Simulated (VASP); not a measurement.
# MgS: single point with PBE

MgS:

```
Mg S
1.0
     4.10204    0.00000    0.00000
    -2.05102    3.55247    0.00000
     0.00000    0.00000    6.15384
Mg S
2 2
Cartesian
  2.0510 1.1842 2.9073
  0.0000 2.3683 5.9842
  0.0000 2.3683 2.4773
  2.0510 1.1842 5.5542
```

This cell differs from its parent crystal: strained.

```
Program                : VASP 6.6.1
Task                   : single point
Functional             : PBE
Potentials or basis    : VASP PAW PBE potentials, release 64 (Mg, S)
Cutoff                 : 520 eV
k mesh                 : 6 × 6 × 4
Occupations            : gaussian, width 0.02 eV
Spin                   : no spin polarisation
Dipole correction      : no
Further INCAR settings : ALGO = Normal; EDIFF = 1e-07; NBANDS = 16
```

The pressure is 1.1 GPa and the largest force is 0.504 eV/Å. The band gap on the k mesh is 2.95 eV, direct.

Forces in eV/Å, atoms in the order of the input:
```
Mg   0.000  0.000  0.504
Mg   0.000  0.000  0.504
S    0.000  0.000 -0.504
S    0.000  0.000 -0.504
```

Stress tensor (GPa, compression positive):
```
 2.63  0.00  0.00
 0.00  2.63  0.00
 0.00  0.00 -1.99
```

Levels at points of the mesh, in eV from the valence-band top:
```tsv
k point	band 6	band 7	band 8	band 9	band 10	band 11
(0.00, 0.00, 0.00)	-0.82	-0.82	0.00	2.95	3.85	6.67
(0.50, 0.00, 0.00)	-1.99	-1.18	-1.06	3.99	4.84	5.54
(0.00, 0.00, 0.50)	-1.10	-1.10	-1.10	4.40	4.40	6.81
(0.50, 0.00, 0.50)	-1.57	-1.00	-1.00	4.26	4.26	5.76
```

It took 16 s on 1 thread of Intel(R) Xeon(R) Platinum 8488C (Sapphire Rapids) (shared host), peak memory 0.21 GiB.

Caveat: the cell differs from its parent crystal (strained).
